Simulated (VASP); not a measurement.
# Rh (Fm-3m) in VASP: a series of runs, part 2 of 2

VASP 6.6.1. Earlier steps stand in the parts before.

## (4) Single point, LDA

This run uses another cell than the first one, of 13.72 Å³/atom, 1.077 times its volume.

INCAR

```
SYSTEM = Rh
PREC = Accurate
ENCUT = 520
EDIFF = 1E-6
ISMEAR = 0
SIGMA = 0.05
LREAL = .False.
LASPH = .True.
NELM = 80
ALGO = Normal
ISIF = 2
LWAVE = .False.
LCHARG = .False.
GGA = CA
NBANDS = 14
```

KPOINTS

```
regular mesh
0
Gamma
  18 18 18
  0 0 0
```

POSCAR

```
Rh
1.0
    0.0000000000      1.9000000000      1.9000000000
    1.9000000000      0.0000000000      1.9000000000
    1.9000000000      1.9000000000      0.0000000000
Rh
1
Direct
    0.0000000000      0.0000000000      0.0000000000
```

Potentials or basis: VASP PAW LDA potentials, release 64 (Rh_pv).

Command:

```bash
cat potpaw_LDA.64/Rh_pv/POTCAR > POTCAR
mpirun -np 1 vasp_std > vasp.out
```

OUTCAR:

```text
SYSTEM = Rh
   PREC = Accurate
   ENCUT = 520
   EDIFF = 1E-6
   ISMEAR = 0
   LREAL = .False.
   LASPH = .True.
   NELM = 80
   ISIF = 2
   GGA = CA

 ion  position               nearest neighbor table
   1  0.000  0.000  0.000-

  LATTYP: Found a face centered cubic cell.
 ALAT       =     3.8000000000

  Lattice vectors:

 A1 = (   0.0000000000,   1.9000000000,   1.9000000000)
 A2 = (   1.9000000000,   0.0000000000,   1.9000000000)
 A3 = (   1.9000000000,   1.9000000000,   0.0000000000)

[... 585 lines left out ...]
     14      36.4271      0.00000

 [... further k-points ...]

------------------------ aborting loop because EDIFF is reached ----------------------------------------

  FORCE on cell =-STRESS in cart. coord.  units (eV):
  Direction    XX          YY          ZZ          XY          YZ          ZX
  --------------------------------------------------------------------------------------
  -------------------------------------------------------------------------------------
  Total       -0.8468807     -0.8468807     -0.8468807     -0.0000000      0.0000000     -0.0000000
  in kB      -98.9104114    -98.9104114    -98.9104114     -0.0000000      0.0000000     -0.0000000
  external PRESSURE =     -98.9104114 kB  Pullay stress =       0.0000000 kB

 VOLUME and BASIS-vectors are now :
 -----------------------------------------------------------------------------
  energy-cutoff  :      520.00
  volume of cell :       13.72
      direct lattice vectors                 reciprocal lattice vectors
     0.000000000  1.900000000  1.900000000    -0.263157895  0.263157895  0.263157895
     1.900000000  0.000000000  1.900000000     0.263157895 -0.263157895  0.263157895
     1.900000000  1.900000000  0.000000000     0.263157895  0.263157895 -0.263157895

 POSITION                                       TOTAL-FORCE (eV/Angst)
 -----------------------------------------------------------------------------------
      0.00000      0.00000      0.00000         0.000000     -0.000000      0.000000
 -----------------------------------------------------------------------------------
    total drift:                                0.000000      0.000000      0.000000

  FREE ENERGIE OF THE ION-ELECTRON SYSTEM (eV)
  ---------------------------------------------------
  free  energy   TOTEN  =        -8.6702553762 eV

  energy  without entropy=       -8.6686058053  energy(sigma->0) =       -8.66943059
```

OSZICAR:

```text
N       E                     dE             d eps       ncg     rms          rms(c)
DAV:   1     0.118408740283E+03    0.11841E+03   -0.87888E+03  5468   0.115E+03
DAV:   2    -0.766379354187E+01   -0.12607E+03   -0.12063E+03  6006   0.339E+02
DAV:   3    -0.924317314317E+01   -0.15794E+01   -0.15766E+01  6624   0.417E+01
DAV:   4    -0.924895813059E+01   -0.57850E-02   -0.57847E-02  6162   0.261E+00
DAV:   5    -0.924900796350E+01   -0.49833E-04   -0.49834E-04  6492   0.214E-01    0.106E+01
DAV:   6    -0.869540674717E+01    0.55360E+00   -0.91895E-01  5700   0.133E+01    0.347E+00
DAV:   7    -0.867551230260E+01    0.19894E-01   -0.14623E-02  6222   0.146E+00    0.167E+00
DAV:   8    -0.867038573148E+01    0.51266E-02   -0.41081E-03  5844   0.892E-01    0.181E-01
DAV:   9    -0.867024937472E+01    0.13636E-03   -0.13228E-04  5826   0.160E-01    0.390E-02
DAV:  10    -0.867025543065E+01   -0.60559E-05   -0.25925E-06  6134   0.186E-02    0.255E-03
DAV:  11    -0.867025537622E+01    0.54430E-07   -0.17987E-07  2916   0.584E-03
   1 F= -.86702554E+01 E0= -.86694306E+01  d E =-.164957E-02
```

stdout:

```text
POSCAR found type information on POSCAR Rh
 POSCAR found :  1 types and       1 ions
 scaLAPACK will be used
 LDA part: xc-table for (Slater(with rela. corr.)+CA(PZ))
 , standard interpolation
 POSCAR, INCAR and KPOINTS ok, starting setup
 FFT: planning ... GRIDC
 FFT: planning ... GRID_SOFT
 FFT: planning ... GRID
 WAVECAR not read
 entering main loop
```

Wall time 26 s (1 thread of Intel Xeon Platinum 8375C at 2.90GHz (Ice Lake), shared host); peak memory 0.14 GiB.

Results:

```yaml
Free_energy: -8.6703 eV
Pressure: -9.9 GPa
```

Levels at points of the mesh, in eV from the Fermi level:
| k point | band 3 | band 4 | band 5 | band 6 | band 7 | band 8 | band 9 | band 10 | band 11 | band 12 |
| --- | --- | --- | --- | --- | --- | --- | --- | --- | --- | --- |
| (0.00, 0.00, 0.00) | -46.19 | -8.06 | -3.13 | -3.13 | -3.13 | -1.00 | -1.00 | 15.94 | 20.32 | 21.36 |
| (0.50, 0.00, 0.00) | -46.29 | -6.20 | -3.20 | -3.20 | 0.57 | 0.57 | 0.68 | 8.59 | 15.46 | 20.32 |
| (0.50, 0.50, 0.00) | -46.46 | -6.38 | -6.02 | 0.55 | 0.98 | 0.98 | 3.19 | 12.26 | 13.21 | 13.21 |

## (5) Single point, LDA

INCAR

```
PREC = Accurate
ENCUT = 530
EDIFF = 1E-6
ISMEAR = 0
SIGMA = 0.05
LREAL = F
LASPH = T
NELM = 120
ALGO = Normal
ISIF = 2
LWAVE = F
LCHARG = F
NBANDS = 14
GGA_COMPAT = F
```

KPOINTS

```
regular mesh
0
Gamma
  18 18 18
```

POSCAR

```
Rh
1.0
    0.0000000000      1.8537023445      1.8537023445
    1.8537023445      0.0000000000      1.8537023445
    1.8537023445      1.8537023445      0.0000000000
Rh
1
Direct
    0.0000000000      0.0000000000      0.0000000000
```

Potentials or basis: VASP PAW LDA potentials, release 64 (Rh_sv_GW).

Command:

```bash
cat potpaw_LDA.64/Rh_sv_GW/POTCAR > POTCAR
mpirun -np 1 vasp_std > vasp.out
```

OUTCAR:

```text
PREC = Accurate
   ENCUT = 530
   EDIFF = 1E-6
   ISMEAR = 0
   LREAL = F
   LASPH = T
   NELM = 120
   ISIF = 2

 ion  position               nearest neighbor table
   1  0.000  0.000  0.000-

  LATTYP: Found a face centered cubic cell.
 ALAT       =     3.7074046890

  Lattice vectors:

 A1 = (   0.0000000000,   1.8537023445,   1.8537023445)
 A2 = (   1.8537023445,   0.0000000000,   1.8537023445)
 A3 = (   1.8537023445,   1.8537023445,   0.0000000000)

Analysis of symmetry for initial positions (statically):
=====================================================================
 Subroutine PRICEL returns:
 Original cell was already a primitive cell.

 Routine SETGRP: Setting up the symmetry group for a
 face centered cubic supercell.

 Subroutine GETGRP returns: Found 48 space group operations
 (whereof 48 operations were pure point group operations)
 out of a pool of 48 trial point group operations.

The static configuration has the point symmetry O_h .

Analysis of symmetry for dynamics (positions and initial velocities):
=====================================================================
 Subroutine PRICEL returns:
 Original cell was already a primitive cell.

 Routine SETGRP: Setting up the symmetry group for a
 face centered cubic supercell.

 Subroutine GETGRP returns: Found 48 space group operations
 (whereof 48 operations were pure point group operations)
 out of a pool of 48 trial point group operations.

The dynamic configuration has the point symmetry O_h .

 Subroutine INISYM returns: Found 48 space group operations
 (whereof 48 operations are pure point group operations),
 and found     1 'primitive' translations

----------------------------------------------------------------------------------------

                                     Primitive cell

  volume of cell :      12.7394

  direct lattice vectors                    reciprocal lattice vectors
     0.000000000  1.853702345  1.853702345    -0.269730468  0.269730468  0.269730468
     1.853702345  0.000000000  1.853702345     0.269730468 -0.269730468  0.269730468
     1.853702345  1.853702345  0.000000000     0.269730468  0.269730468 -0.269730468

  length of vectors
     2.621530996  2.621530996  2.621530996     0.467186874  0.467186874  0.467186874

  position of ions in fractional coordinates (direct lattice)
     0.000000000  0.000000000  0.000000000

  ion indices of the primitive-cell ions
   primitive index   ion index
                 1           1

----------------------------------------------------------------------------------------

 KPOINTS: regular mesh

Automatic generation of k-mesh.
 Grid dimensions read from file:
 generate k-points for:   18   18   18

 Generating k-lattice:

  Cartesian coordinates                     Fractional coordinates (reciprocal lattice)
    -0.014985026  0.014985026  0.014985026     0.055555556  0.000000000  0.000000000
     0.014985026 -0.014985026  0.014985026     0.000000000  0.055555556  0.000000000
     0.014985026  0.014985026 -0.014985026     0.000000000  0.000000000  0.055555556

  Length of vectors
     0.025954826  0.025954826  0.025954826

  Shift w.r.t. Gamma in fractional coordinates (k-lattice)
     0.000000000  0.000000000  0.000000000

 Subroutine IBZKPT returns following result:
 ===========================================

 Found    195 irreducible k-points:

 Following reciprocal coordinates:
            Coordinates               Weight
  0.000000  0.000000  0.000000      1.000000
  0.055556  0.000000  0.000000      8.000000
  0.111111  0.000000  0.000000      8.000000
  0.166667  0.000000  0.000000      8.000000
  0.222222  0.000000  0.000000      8.000000
  0.277778  0.000000  0.000000      8.000000
[... 16 lines left out ...]
 -0.277778  0.055556  0.000000     24.000000
 -0.222222  0.055556  0.000000     24.000000
 [... further k-points ...]
   k-points           NKPTS =    195   k-points in BZ     NKDIM =    195   number of bands    NBANDS=     14
   number of dos      NEDOS =    301   number of ions     NIONS =      1
   total plane-waves  NPLWV =   8000
   dimension x,y,z NGX =    20 NGY =   20 NGZ =   20
   dimension x,y,z NGXF=    40 NGYF=   40 NGZF=   40
   ions per type =               1
   NGX,Y,Z   is equivalent  to a cutoff of  12.68, 12.68, 12.68 a.u.
   NGXF,Y,Z  is equivalent  to a cutoff of  25.37, 25.37, 25.37 a.u.
 SYSTEM =  unknown system
   PREC   = accura    normal or accurate (medium, high low for compatibility)
   ISTART =      0    job   : 0-new  1-cont  2-samecut
   ICHARG =      2    charge: 1-file 2-atom 10-const
   ISPIN  =      1    spin polarized calculation?
   LNONCOLLINEAR =      F non collinear calculations
   LSORBIT =      F    spin-orbit coupling
   LASPH  =      T    aspherical Exc in radial PAW
   ENCUT  =  530.0 eV  38.95 Ry    6.24 a.u.   4.92  4.92  4.92*2*pi/ulx,y,z
   NELM   =    120;   NELMIN=  2; NELMDL= -5     # of ELM steps
   EDIFF  = 0.1E-05   stopping-criterion for ELM
   LREAL  =      F    real-space projection
   EDIFFG = 0.1E-04   stopping-criterion for IOM
   NSW    =      0    number of steps for IOM
   IBRION =     -1    ionic relax: 0-MD 1-quasi-New 2-CG
   NFREE  =      0    steps in history (QN), initial steepest desc. (CG)
   ISIF   =      2    stress and relaxation
   ISYM   =      2    0-nonsym 1-usesym 2-fastsym
   POTIM  = 0.5000    time-step for ionic-motion
   TEBEG  =    0.0;   TEEND  =   0.0 temperature during run
   PSTRESS=    0.0 pullay stress
   NELECT =      17.0000    total number of electrons
   NUPDOWN=      -1.0000    fix difference up-down
   EMIN   =  10.00;   EMAX   =-10.00  energy-range for DOS
   EFERMI =   0.00;   METHOD = LEGACY
   ISMEAR =     0;   SIGMA  =   0.05  broadening in eV -4-tet -1-fermi 0-gaus
   EFERMI_NEDOS =   21; number of points for ismear=-14 and -15
   IALGO  =     38    algorithm
   IMIX   =      4    mixing-type and parameters
     AMIX     =   0.40;   BMIX     =  1.00
     AMIX_MAG =   1.60;   BMIX_MAG =  1.00
  volume/ion in A,a.u.               =      12.74        85.97
  Fermi-wavevector in a.u.,A,eV,Ry     =   1.802358  3.405963 44.198466  3.248496
  Thomas-Fermi vector in A             =   2.862691
   LORBIT       =      0    0 simple, 1 ext, 2 COOP (PROOUT), +10 PAW based schemes
   GGA     = CA    functional components
   LHFCALC =     F    Hartree Fock is set to
   AEXX    =    0.0000 exact exchange contribution
   IVDW    =     0    specifies the selected vdW correction
   LEPSILON=     F    determine dielectric tensor
   LRPA    =     F    only Hartree local field effects (RPA)
 non-spin polarized calculation
 Gauss-broadening in eV      SIGMA  =   0.05
  energy-cutoff  :      530.00
  volume of cell :       12.74
 maximum number of plane-waves:       366
   NGX =  9   NGY =  9   NGZ =  9

 number of electron      16.9999999 magnetization

 Free energy of the ion-electron system (eV)
  ---------------------------------------------------
  ext. energy  EPLUGINS =         0.00000000
  ---------------------------------------------------
  free energy    TOTEN  =        -7.80500584 eV

  energy without entropy =       -7.80357605  energy(sigma->0) =       -7.80429094

 E-fermi :  11.9801     XC(G=0): -14.9192

 val. band max:       11.9766780162   @ k =  -0.4444   0.3333   0.1667
 cond. band min:      11.9810327834   @ k =   0.5000   0.3889   0.0556
 fundamental gap:      0.0043547673
 Fermi energy:        11.9801453809

 k-point     1 :       0.0000    0.0000    0.0000
  band No.  band energies     occupation
      1     -66.7381      2.00000
      2     -34.3208      2.00000
      3     -34.3208      2.00000
      4     -34.3208      2.00000
      5       3.3748      2.00000
      6       8.4647      2.00000
      7       8.4647      2.00000
      8       8.4647      2.00000
      9      10.8594      2.00000
     10      10.8594      2.00000
     11      27.6065      0.00000
     12      33.3102      0.00000
     13      33.3102      0.00000
     14      33.3102      0.00000
[... 375 lines left out ...]
 k-point    24 :      -0.2222    0.0556    0.0000
  band No.  band energies     occupation
      1     -66.6594      2.00000
      2     -34.7904      2.00000
      3     -34.4158      2.00000
      4     -34.3738      2.00000
      5       5.2727      2.00000
      6       8.1075      2.00000
      7       8.9093      2.00000
      8       8.9644      2.00000
      9      10.6164      2.00000
     10      11.3992      2.00000
     11      27.7865      0.00000
     12      29.7508      0.00000
     13      35.4135      0.00000
     14      37.1967      0.00000

 [... further k-points ...]

------------------------ aborting loop because EDIFF is reached ----------------------------------------

  FORCE on cell =-STRESS in cart. coord.  units (eV):
  Direction    XX          YY          ZZ          XY          YZ          ZX
  --------------------------------------------------------------------------------------
  -------------------------------------------------------------------------------------
  Total        0.8731370      0.8731370      0.8731370      0.0000000      0.0000000      0.0000000
  in kB      109.8102801    109.8102801    109.8102801      0.0000000      0.0000000      0.0000000
  external PRESSURE =     109.8102801 kB  Pullay stress =       0.0000000 kB

 VOLUME and BASIS-vectors are now :
 -----------------------------------------------------------------------------
  energy-cutoff  :      530.00
  volume of cell :       12.74
      direct lattice vectors                 reciprocal lattice vectors
     0.000000000  1.853702345  1.853702345    -0.269730468  0.269730468  0.269730468
     1.853702345  0.000000000  1.853702345     0.269730468 -0.269730468  0.269730468
     1.853702345  1.853702345  0.000000000     0.269730468  0.269730468 -0.269730468

 POSITION                                       TOTAL-FORCE (eV/Angst)
 -----------------------------------------------------------------------------------
      0.00000      0.00000      0.00000        -0.000000     -0.000000      0.000000
 -----------------------------------------------------------------------------------
    total drift:                                0.000000      0.000000      0.000000

  FREE ENERGIE OF THE ION-ELECTRON SYSTEM (eV)
  ---------------------------------------------------
  free  energy   TOTEN  =        -7.8050058377 eV

  energy  without entropy=       -7.8035760496  energy(sigma->0) =       -7.80429094
```

OSZICAR:

```text
N       E                     dE             d eps       ncg     rms          rms(c)
DAV:   1     0.251905454400E+03    0.25191E+03   -0.10039E+04  5700   0.156E+03
DAV:   2     0.367022194019E+01   -0.24824E+03   -0.22793E+03  5514   0.645E+02
DAV:   3    -0.866932722302E+01   -0.12340E+02   -0.11917E+02  7988   0.143E+02
DAV:   4    -0.894717677444E+01   -0.27785E+00   -0.27776E+00  6312   0.231E+01
DAV:   5    -0.896769913728E+01   -0.20522E-01   -0.20522E-01  9304   0.588E+00    0.668E+01
DAV:   6    -0.786312287633E+01    0.11046E+01   -0.20787E+00  8550   0.334E+01    0.289E+01
DAV:   7    -0.781098060624E+01    0.52142E-01   -0.75400E-02  9000   0.374E+00    0.846E+00
DAV:   8    -0.780509057205E+01    0.58900E-02   -0.17537E-02  6224   0.366E+00    0.303E-01
DAV:   9    -0.780502801524E+01    0.62557E-04   -0.44344E-04  8518   0.494E-01    0.137E-01
DAV:  10    -0.780500599536E+01    0.22020E-04   -0.30543E-05  7448   0.105E-01    0.301E-02
DAV:  11    -0.780500583766E+01    0.15770E-06   -0.13892E-06  4956   0.300E-02
   1 F= -.78050058E+01 E0= -.78042909E+01  d E =-.142979E-02
```

It took 20 s on 1 thread of Intel Xeon Platinum 8375C at 2.90GHz (Ice Lake), shared host; peak memory 0.16 GiB.

What came out:

```
Free energy : -7.8050 eV
Pressure    : 11.0 GPa
```

## (6) Overview

```csv
potentials or basis,cell,cutoff (eV),second run,gap on the mesh (eV),pressure (GPa)
"VASP PAW LDA potentials, release 64 (Rh_pv)","a = 2.622 Å, angles 60.0°, 1 atom",520,-,none,14.0
"VASP PAW LDA potentials, release 64 (Rh_pv)","a = 2.654 Å, angles 60.0°, 1 atom",520,-,none,0.8
"VASP PAW LDA potentials, release 64 (Rh_pv)","a = 2.687 Å, angles 60.0°, 1 atom",520,-,none,-9.9
"VASP PAW LDA potentials, release 64 (Rh_sv_GW)","a = 2.622 Å, angles 60.0°, 1 atom",530,valence_matched,none,11.0
```

Alike in all rows: task single point; level LDA; no spin polarisation; k mesh 18 × 18 × 18; smearing gaussian 0.05 eV.

Absolute energies hang on the potentials; compare differences alone.
